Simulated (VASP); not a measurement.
# WS2 in VASP: further runs

Aim: see how the results for WS2 move with the level of theory and the settings. Levels: RPBE, r2SCAN, LDA. Tasks: single point.

All numbers are computed with VASP 6.6.1; they aren't measurements. Logs are shortened: lines on timing, memory, paths and dates and some standing lists are left out, and cuts for length are marked.

### Step 1. The cell of the first run

The cell holds a slab with vacuum, 12 atoms: a = 3.183 Å, b = 3.183 Å, c = 35.181 Å, α = 90.00°, β = 90.00°, γ = 120.00°.

### Step 2. Single point, RPBE

Input file INCAR:

```
SYSTEM = WS2
PREC = Accurate
ENCUT = 520
EDIFF = 1E-6
ISMEAR = -1
SIGMA = 0.05
LREAL = .False.
LASPH = .True.
NELM = 100
ALGO = Normal
ISIF = 2
LWAVE = .False.
LCHARG = .False.
GGA = RP
NBANDS = 64
```

Input file KPOINTS:

```
Automatic mesh
0
Gamma
  10 10 1
  0 0 0
```

Input file POSCAR:

```
WS2
1.0
    3.1831225544      0.0000000000      0.0000000000
   -1.5915612772      2.7566649955      0.0000000000
    0.0000000000      0.0000000000     35.1805582101
W S
4 8
Direct
    0.3333333333      0.6666666667      0.5923166100
    0.3333333333      0.6666666667      0.2234000000
    0.6666666667      0.3333333333      0.7766000000
    0.6666666667      0.3333333333      0.4076833900
    0.3333333333      0.6666666667      0.8211496400
    0.3333333333      0.6666666667      0.4520236900
    0.6666666667      0.3333333333      0.6366210700
    0.6666666667      0.3333333333      0.2677418400
    0.3333333333      0.6666666667      0.7322581600
    0.3333333333      0.6666666667      0.3633789300
    0.6666666667      0.3333333333      0.5479763100
    0.6666666667      0.3333333333      0.1788503600
```

Potentials or basis: VASP PAW PBE potentials, release 64 (W_sv, S).

Launch:

```console
cat potpaw_PBE.64/W_sv/POTCAR potpaw_PBE.64/S/POTCAR > POTCAR
mpirun -np 1 vasp_std > vasp.out
```

OUTCAR:

```text
SYSTEM = WS2
   PREC = Accurate
   ENCUT = 520
   EDIFF = 1E-6
   ISMEAR = -1
   LREAL = .False.
   LASPH = .True.
   NELM = 100
   ISIF = 2
   GGA = RP

 ion  position               nearest neighbor table
   1  0.333  0.667  0.592-   7 2.41   7 2.41   7 2.41  11 2.41  11 2.41  11 2.41
   2  0.333  0.667  0.223-   8 2.41   8 2.41   8 2.41  12 2.42  12 2.42  12 2.42
   3  0.667  0.333  0.777-   9 2.41   9 2.41   9 2.41   5 2.42   5 2.42   5 2.42
   4  0.667  0.333  0.408-  10 2.41  10 2.41  10 2.41   6 2.41   6 2.41   6 2.41
   5  0.333  0.667  0.821-   3 2.42   3 2.42   3 2.42
   6  0.333  0.667  0.452-   4 2.41   4 2.41   4 2.41
   7  0.667  0.333  0.637-   1 2.41   1 2.41   1 2.41
   8  0.667  0.333  0.268-   2 2.41   2 2.41   2 2.41
   9  0.333  0.667  0.732-   3 2.41   3 2.41   3 2.41
  10  0.333  0.667  0.363-   4 2.41   4 2.41   4 2.41
  11  0.667  0.333  0.548-   1 2.41   1 2.41   1 2.41
  12  0.667  0.333  0.179-   2 2.42   2 2.42   2 2.42

  LATTYP: Found a hexagonal cell.
 ALAT       =     3.1831225544
 C/A-ratio  =    11.0522160579

  Lattice vectors:

 A1 = (   3.1831225544,   0.0000000000,   0.0000000000)
 A2 = (  -1.5915612772,   2.7566649955,   0.0000000000)
 A3 = (   0.0000000000,   0.0000000000,  35.1805582101)

Analysis of symmetry for initial positions (statically):
=====================================================================
 Subroutine PRICEL returns:
 Original cell was already a primitive cell.

 Routine SETGRP: Setting up the symmetry group for a
 hexagonal supercell.

 Subroutine GETGRP returns: Found 12 space group operations
 (whereof 12 operations were pure point group operations)
 out of a pool of 24 trial point group operations.

The static configuration has the point symmetry D_3d.

Analysis of symmetry for dynamics (positions and initial velocities):
=====================================================================
 Subroutine PRICEL returns:
 Original cell was already a primitive cell.

 Routine SETGRP: Setting up the symmetry group for a
 hexagonal supercell.

 Subroutine GETGRP returns: Found 12 space group operations
 (whereof 12 operations were pure point group operations)
 out of a pool of 24 trial point group operations.

The dynamic configuration has the point symmetry D_3d.

 Subroutine INISYM returns: Found 12 space group operations
 (whereof 12 operations are pure point group operations),
 and found     1 'primitive' translations

----------------------------------------------------------------------------------------

                                     Primitive cell

  volume of cell :     308.7025

  direct lattice vectors                    reciprocal lattice vectors
     3.183122554  0.000000000  0.000000000     0.314156927  0.181378586  0.000000000
    -1.591561277  2.756664995  0.000000000     0.000000000  0.362757173  0.000000000
     0.000000000  0.000000000 35.180558210     0.000000000  0.000000000  0.028424791

  length of vectors
     3.183122554  3.183122554 35.180558210     0.362757173  0.362757173  0.028424791

  position of ions in fractional coordinates (direct lattice)
     0.333333333  0.666666667  0.592316610
     0.333333333  0.666666667  0.223400000
     0.666666667  0.333333333  0.776600000
     0.666666667  0.333333333  0.407683390
     0.333333333  0.666666667  0.821149640
     0.333333333  0.666666667  0.452023690
     0.666666667  0.333333333  0.636621070
     0.666666667  0.333333333  0.267741840
     0.333333333  0.666666667  0.732258160
     0.333333333  0.666666667  0.363378930
     0.666666667  0.333333333  0.547976310
     0.666666667  0.333333333  0.178850360

  ion indices of the primitive-cell ions
   primitive index   ion index
                 1           1
                 2           2
                 3           3
                 4           4
                 5           5
                 6           6
                 7           7
                 8           8
                 9           9
                10          10
                11          11
                12          12

----------------------------------------------------------------------------------------

 KPOINTS: Automatic mesh

Automatic generation of k-mesh.
 Grid dimensions read from file:
 generate k-points for:   10   10    1

 Generating k-lattice:

  Cartesian coordinates                     Fractional coordinates (reciprocal lattice)
     0.031415693  0.018137859  0.000000000     0.100000000  0.000000000  0.000000000
     0.000000000  0.036275717  0.000000000     0.000000000  0.100000000  0.000000000
     0.000000000  0.000000000  0.028424791     0.000000000  0.000000000  1.000000000

  Length of vectors
     0.036275717  0.036275717  0.028424791

  Shift w.r.t. Gamma in fractional coordinates (k-lattice)
     0.000000000  0.000000000  0.000000000

 Subroutine IBZKPT returns following result:
 ===========================================

 Found     14 irreducible k-points:

[... 50 lines left out ...]
   EFERMI_NEDOS =   21; number of points for ismear=-14 and -15
   IALGO  =     38    algorithm
   IMIX   =      4    mixing-type and parameters
     AMIX     =   0.40;   BMIX     =  1.00
     AMIX_MAG =   1.60;   BMIX_MAG =  1.00
  volume/ion in A,a.u.               =      25.73       173.60
  Fermi-wavevector in a.u.,A,eV,Ry     =   1.139128  2.152640 17.655096  1.297613
  Thomas-Fermi vector in A             =   2.275832
   LORBIT       =      0    0 simple, 1 ext, 2 COOP (PROOUT), +10 PAW based schemes
   GGA     = RP    functional components
   LHFCALC =     F    Hartree Fock is set to
   AEXX    =    0.0000 exact exchange contribution
   IVDW    =     0    specifies the selected vdW correction
   LEPSILON=     F    determine dielectric tensor
   LRPA    =     F    only Hartree local field effects (RPA)
 non-spin polarized calculation
  energy-cutoff  :      520.00
  volume of cell :      308.70
 maximum number of plane-waves:      8358
 NGX is ok and might be reduce to    24
   NGX = 11   NGY = 11   NGZ =131

 number of electron     104.0000000 magnetization

 Free energy of the ion-electron system (eV)
  ---------------------------------------------------
  ext. energy  EPLUGINS =         0.00000000
  ---------------------------------------------------
  free energy    TOTEN  =       -89.73692480 eV

  energy without entropy =      -89.73692474  energy(sigma->0) =      -89.73692477

 E-fermi :   4.1594     XC(G=0):  -7.8931

 val. band max:        3.4890933554   @ k =   0.0000   0.0000   0.0000
 cond. band min:       4.9787009502   @ k =   0.2000   0.2000   0.0000
 fundamental gap:      1.4896075947
 Fermi energy:         4.1593937740

 k-point     1 :       0.0000    0.0000    0.0000
  band No.  band energies     occupation
      1     -71.0029      2.00000
      2     -71.0029      2.00000
      3     -71.0017      2.00000
      4     -71.0016      2.00000
      5     -35.2318      2.00000
      6     -35.2318      2.00000
[... 56 lines left out ...]
     63       6.0978      0.00000
     64       6.1064      0.00000

 k-point     2 :       0.1000    0.0000    0.0000
  band No.  band energies     occupation
      1     -71.0013      2.00000
      2     -71.0013      2.00000
      3     -71.0001      2.00000
      4     -71.0000      2.00000
      5     -35.2260      2.00000
      6     -35.2260      2.00000
[... 56 lines left out ...]
     63       5.9702      0.00000
     64       5.9986      0.00000

 k-point     3 :       0.2000    0.0000    0.0000
  band No.  band energies     occupation
      1     -70.9972      2.00000
      2     -70.9972      2.00000
      3     -70.9959      2.00000
      4     -70.9959      2.00000
      5     -35.2107      2.00000
      6     -35.2107      2.00000
[... 726 lines left out ...]
     63       6.8799      0.00000
     64       7.0123      0.00000

 k-point    14 :       0.3000    0.3000    0.0000
  band No.  band energies     occupation
      1     -70.9846      2.00000
      2     -70.9846      2.00000
      3     -70.9832      2.00000
      4     -70.9832      2.00000
      5     -35.3526      2.00000
      6     -35.3526      2.00000
[... 56 lines left out ...]
     63       6.9944      0.00000
     64       7.0337      0.00000

------------------------ aborting loop because EDIFF is reached ----------------------------------------

  FORCE on cell =-STRESS in cart. coord.  units (eV):
  Direction    XX          YY          ZZ          XY          YZ          ZX
  --------------------------------------------------------------------------------------
  -------------------------------------------------------------------------------------
  Total        5.1675874      5.1675874      6.6192655     -0.0000000      0.0000000      0.0000000
  in kB       26.8199730     26.8199730     34.3542369     -0.0000000      0.0000000      0.0000000
  external PRESSURE =      29.3313943 kB  Pullay stress =       0.0000000 kB

 VOLUME and BASIS-vectors are now :
 -----------------------------------------------------------------------------
  energy-cutoff  :      520.00
  volume of cell :      308.70
      direct lattice vectors                 reciprocal lattice vectors
     3.183122554  0.000000000  0.000000000     0.314156927  0.181378586  0.000000000
    -1.591561277  2.756664995  0.000000000     0.000000000  0.362757173  0.000000000
     0.000000000  0.000000000 35.180558210     0.000000000  0.000000000  0.028424791

 POSITION                                       TOTAL-FORCE (eV/Angst)
 -----------------------------------------------------------------------------------
     -0.00000      1.83778     20.83803         0.000000     -0.000000     -0.021146
     -0.00000      1.83778      7.85934         0.000000      0.000000     -0.142390
      1.59156      0.91889     27.32122        -0.000000     -0.000000      0.142390
      1.59156      0.91889     14.34253         0.000000      0.000000      0.021146
     -0.00000      1.83778     28.88850        -0.000000      0.000000      0.295816
     -0.00000      1.83778     15.90245         0.000000      0.000000      0.305288
      1.59156      0.91889     22.39668         0.000000     -0.000000      0.323764
      1.59156      0.91889      9.41931         0.000000      0.000000      0.285150
     -0.00000      1.83778     25.76125        -0.000000      0.000000     -0.285150
     -0.00000      1.83778     12.78387        -0.000000     -0.000000     -0.323764
      1.59156      0.91889     19.27811        -0.000000      0.000000     -0.305288
      1.59156      0.91889      6.29206         0.000000     -0.000000     -0.295816
 -----------------------------------------------------------------------------------
    total drift:                                0.000000     -0.000000      0.000000

  FREE ENERGIE OF THE ION-ELECTRON SYSTEM (eV)
  ---------------------------------------------------
  free  energy   TOTEN  =       -89.7369247980 eV

  energy  without entropy=      -89.7369247441  energy(sigma->0) =      -89.73692477
```

Wall time 8.2 min (1 thread of Intel Xeon Platinum 8259CL at 2.50GHz (Skylake/Cascade Lake), shared host); peak memory 0.48 GiB.

What came out:

```
Free energy            : -89.7369 eV
Largest force          : 0.324 eV/Å
Band gap on the k mesh : 1.49 eV (least direct gap 2.11 eV)
```

Forces on the atoms (eV/Å):
```
W    0.000  0.000 -0.021
W    0.000  0.000 -0.142
W    0.000  0.000  0.142
W    0.000  0.000  0.021
S    0.000  0.000  0.296
S    0.000  0.000  0.305
S    0.000  0.000  0.324
S    0.000  0.000  0.285
S    0.000  0.000 -0.285
S    0.000  0.000 -0.324
S    0.000  0.000 -0.305
S    0.000  0.000 -0.296
```

Levels at points of the mesh, in eV from the valence-band top:
```
           k point  band 50  band 51  band 52  band 53  band 54  band 55
(0.00, 0.00, 0.00)    -0.45    -0.18     0.00     2.43     2.43     2.44
(0.50, 0.00, 0.00)    -1.40    -1.37    -1.35     2.40     2.41     2.42
```

Caveat: the PAW data sets were made with another functional, which shifts forces and pressure a little; spin-orbit coupling is left out, which moves the levels of the heavy elements.

### Step 3. Single point, r2SCAN

This run uses another cell than the first one.

Input file POSCAR:

```
WS2
1.0
    3.1816694288      0.0000000000      0.0000000000
   -1.5908347144      2.7554065518      0.0000000000
    0.0000000000      0.0000000000     35.3122223420
W S
4 8
Direct
    0.3333333333      0.6666666667      0.5924724685
    0.3333333333      0.6666666667      0.2224926887
    0.6666666667      0.3333333333      0.7775073113
    0.6666666667      0.3333333333      0.4075275315
    0.3333333333      0.6666666667      0.8216567295
    0.3333333333      0.6666666667      0.4516890493
    0.6666666667      0.3333333333      0.6366340006
    0.6666666667      0.3333333333      0.2666582766
    0.3333333333      0.6666666667      0.7333417234
    0.3333333333      0.6666666667      0.3633659994
    0.6666666667      0.3333333333      0.5483109507
    0.6666666667      0.3333333333      0.1783432705
```

Input file INCAR.step1:

```
SYSTEM = WS2
ALGO = Normal ; EDIFF = 1E-4
ENCUT = 520 ; GGA = PE
ISMEAR = -1 ; LASPH = .TRUE.
LCHARG = .FALSE. ; LREAL = .FALSE.
LWAVE = .TRUE. ; NBANDS = 64
NELM = 80 ; PREC = Accurate
SIGMA = 0.05
```

Input file INCAR.step2:

```
SYSTEM = WS2
ALGO = Normal ; EDIFF = 1E-7
ENCUT = 520 ; ISIF = 2
ISMEAR = -1 ; ISTART = 1
LASPH = .TRUE. ; LCHARG = .TRUE.
LELF = .TRUE. ; LMIXTAU = .TRUE.
LREAL = .FALSE. ; LVHAR = .TRUE.
LWAVE = .FALSE. ; METAGGA = R2SCAN
NBANDS = 64 ; NELM = 80
PREC = Accurate ; SIGMA = 0.05
```

Input file KPOINTS:

```
k-points
0
G
  10 10 1
  0 0 0
```

Potentials or basis: VASP PAW PBE potentials, release 64 (W_sv, S).

Launch:

```console
cat potpaw_PBE.64/W_sv/POTCAR potpaw_PBE.64/S/POTCAR > POTCAR
cp INCAR.step1 INCAR
mpirun -np 1 vasp_std > vasp.out
cp INCAR.step2 INCAR
mpirun -np 1 vasp_std > vasp.out
```

Wall time 12 min (1 thread of Intel Xeon 6975P-C (Granite Rapids), shared host); peak memory 0.52 GiB.

The run converged. Its results:

| Quantity | Value |
| --- | --- |
| Free energy | -280.2881 eV |
| Largest force | 0.021 eV/Å |
| Band gap on the k mesh | 1.59 eV (least direct gap 2.24 eV) |

Forces on the atoms (eV/Å):
```
W    0.000  0.000  0.000
W    0.000  0.000 -0.002
W    0.000  0.000  0.002
W    0.000  0.000  0.000
S    0.000  0.000  0.018
S    0.000  0.000  0.021
S    0.000  0.000  0.021
S    0.000  0.000  0.019
S    0.000  0.000 -0.019
S    0.000  0.000 -0.021
S    0.000  0.000 -0.021
S    0.000  0.000 -0.018
```

Levels at points of the mesh, in eV from the valence-band top:
```csv
k point,band 48,band 49,band 50,band 51,band 52,band 53,band 54,band 55,band 56,band 57
"(0.00, 0.00, 0.00)",-2.03,-0.74,-0.46,-0.19,0.00,2.61,2.61,2.61,2.61,2.62
"(0.50, 0.00, 0.00)",-1.85,-1.49,-1.46,-1.43,-1.41,2.54,2.54,2.55,2.56,2.94
```

Caveat: the PAW data sets were made with another functional, which shifts forces and pressure a little; spin-orbit coupling is left out, which moves the levels of the heavy elements.

### Step 4. Single point, LDA

This run uses another cell than the first one.

Input file INCAR:

```
SYSTEM = WS2
  PREC = Accurate
  ENCUT = 520
  EDIFF = 1E-6
  ISMEAR = -1
  SIGMA = 0.05
  LREAL = .FALSE.
  LASPH = .TRUE.
  NELM = 60
  ALGO = Normal
  ISIF = 2
  LWAVE = .FALSE.
  LCHARG = .FALSE.
  GGA = CA
  NBANDS = 64
```

Input file KPOINTS:

```
regular mesh
0
G
  10 10 1
  0 0 0
```

Input file POSCAR:

```
WS2
1.0
    3.1260352189      0.0000000000      0.0000000000
   -1.5630176094      2.7072259127      0.0000000000
    0.0000000000      0.0000000000     33.3548591052
W S
4 8
Direct
    0.3333333333      0.6666666667      0.5909347694
    0.3333333333      0.6666666667      0.2266705293
    0.6666666667      0.3333333333      0.7733294707
    0.6666666667      0.3333333333      0.4090652306
    0.3333333333      0.6666666667      0.8200909834
    0.3333333333      0.6666666667      0.4559007351
    0.6666666667      0.3333333333      0.6377706598
    0.6666666667      0.3333333333      0.2735112366
    0.3333333333      0.6666666667      0.7264887634
    0.3333333333      0.6666666667      0.3622293402
    0.6666666667      0.3333333333      0.5440992649
    0.6666666667      0.3333333333      0.1799090166
```

Potentials or basis: VASP PAW LDA potentials, release 64 (W_sv, S).

Launch:

```console
cat potpaw_LDA.64/W_sv/POTCAR potpaw_LDA.64/S/POTCAR > POTCAR
mpirun -np 1 vasp_std > vasp.out
```

It took 9.4 min on 1 thread of Intel Xeon Platinum 8259CL at 2.50GHz (Skylake/Cascade Lake), shared host; peak memory 0.39 GiB.

Results (log left out):

```yaml
Free_energy: -104.9398 eV
Largest_force: 0.055 eV/Å
Band_gap_on_the_k_mesh: 1.07 eV (least direct gap 2.25 eV)
```

Forces on the atoms (eV/Å):
```
W    0.000  0.000  0.003
W    0.000  0.000  0.000
W    0.000  0.000  0.000
W    0.000  0.000 -0.003
S    0.000  0.000  0.054
S    0.000  0.000  0.046
S    0.000  0.000  0.052
S    0.000  0.000  0.055
S    0.000  0.000 -0.055
S    0.000  0.000 -0.052
S    0.000  0.000 -0.046
S    0.000  0.000 -0.054
```

Levels at points of the mesh, in eV from the valence-band top:
```tsv
k point	band 49	band 50	band 51	band 52	band 53	band 54	band 55	band 56
(0.00, 0.00, 0.00)	-1.15	-0.61	-0.23	0.00	2.39	2.39	2.39	2.39
(0.50, 0.00, 0.00)	-1.68	-1.61	-1.55	-1.52	2.41	2.42	2.44	2.45
```

Caveat: spin-orbit coupling is left out, which moves the levels of the heavy elements.

### Step 5. Summary

```tsv
level	potentials or basis	cell	gap on the mesh (eV)	largest force (eV/Å)
RPBE	VASP PAW PBE potentials, release 64 (W_sv, S)	a = 3.183, b = 3.183, c = 35.181 Å, angles 90.0, 90.0, 120.0°, 12 atoms, atomic positions A	1.49	0.32
r2SCAN	VASP PAW PBE potentials, release 64 (W_sv, S)	a = 3.182, b = 3.182, c = 35.312 Å, angles 90.0, 90.0, 120.0°, 12 atoms, atomic positions B	1.59	0.02
LDA	VASP PAW LDA potentials, release 64 (W_sv, S)	a = 3.126, b = 3.126, c = 33.355 Å, angles 90.0, 90.0, 120.0°, 12 atoms, atomic positions C	1.07	0.06
```

Alike in all rows: task single point; no spin polarisation; k mesh 10 × 10 × 1; cutoff (eV) 520; smearing fermi-dirac 0.05 eV.

Caveats: spin-orbit coupling is left out, which moves the levels of the heavy elements; the PAW data sets were made with another functional, which shifts forces and pressure a little (at least some runs).

Absolute energies hang on the potentials; compare differences alone.
